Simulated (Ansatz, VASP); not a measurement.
**Two plane-wave programs on Ir**

File INCAR:

```
ALGO = Fast ; EDIFF = 1E-6
ENCUT = 520 ; GGA = PE
ISIF = 2 ; ISMEAR = 0
LASPH = True ; LCHARG = True
LELF = True ; LREAL = False
LVHAR = True ; LWAVE = False
NBANDS = 10 ; NELM = 100
PREC = Accurate ; SIGMA = 0.15
```

The input KPOINTS:

```
k-points
0
Gamma
  20 20 20
```

File POSCAR:

```
Ir
1.0
   -0.1354627122      1.9351816027      1.9351816027
    1.9351816027     -0.1354627122      1.9351816027
    1.7997188905      1.7997188905      0.0000000000
Ir
1
Direct
    0.0000000000      0.0000000000      0.0000000000
```

Input for Ansatz:

```yaml
crystal:
  lattice:
    - [-0.1354627122, 1.9351816027, 1.9351816027]
    - [1.9351816027, -0.1354627122, 1.9351816027]
    - [1.7997188905, 1.7997188905, 0.0]
  atoms:
    - { symbol: Ir, position: [0.0, 0.0, 0.0] }
basis:
  ecutwfc: 420
kpoints:
  mp_grid: { grid: [20, 20, 20] }
hamiltonian:
  xc: pbe
  pseudopotentials: { kind: paw, azcp: { folder: soft_1 } }
scf:
  occupations: { method: gaussian, width: 0.15 }
output:
  forces: true
  stress: true
  eigenvalues: true
```

Change from the starting cell: engineering shear strain xy -0.1400, normal strain along z +0.0000.

Alike in both runs: task single point; functional PBE; k mesh 20 × 20 × 20; occupations gaussian, width 0.15 eV; no spin polarisation.

```csv
,VASP,Ansatz
version,VASP 6.6.1,Ansatz 0.2.0
potentials or method,"VASP PAW PBE potentials, release 64 (Ir), cutoff 520 eV","scalar-relativistic, plane waves, PAW"
valence electrons in the cell,9,17
```

```tsv
	VASP	Ansatz	Ansatz less VASP
gap on the k mesh at the Fermi level (eV)	none	none	-
pressure (GPa)	10.2	9.5	-0.67
traceless stress, the component that is largest in VASP (GPa)	35.75	35.79	+0.042
```

A gap of «none» marks a metal or a gap that the smearing closes. With one functional, cell and mesh, what is left measures potentials, basis and numerics. VASP's potentials hold 9 valence electrons a cell and Ansatz's 17, so a difference there can come from the potentials and not from the codes.

Neither program's run includes spin-orbit coupling.
